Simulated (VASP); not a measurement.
The system is ZnS.

```xyz
2
Lattice="0.0000 2.6655 2.6655 2.6655 0.0000 2.6655 2.6655 2.6655 0.0000" Properties=species:S:1:pos:R:3 pbc="T T T"
Zn    3.9982    3.9982    3.9982
S     0.0000    0.0000    0.0000
```

Program: VASP 6.6.1. Alike in all runs: task single point; no spin polarisation; cell as given; cutoff (eV) 520; smearing fermi-dirac 0.05 eV.

Problem. Order these runs on this cell by their band gap on the k mesh, lowest first.
A. level LDA; potentials or basis VASP PAW LDA potentials, release 64 (Zn, S); k mesh 9 × 9 × 9
B. level BLYP+D3(BJ); potentials or basis VASP PAW PBE potentials, release 64 (Zn, S); k mesh 9 × 9 × 9
C. level r2SCAN50; potentials or basis VASP PAW PBE potentials, release 64 (Zn, S); k mesh 5 × 5 × 5; grid for exact exchange (PRECFOCK) Normal
D. level r2SCAN; potentials or basis VASP PAW PBE potentials, release 64 (Zn, S); k mesh 9 × 9 × 9

Solution. A (2.07 eV), B (2.32 eV), D (2.87 eV), C (6.32 eV).
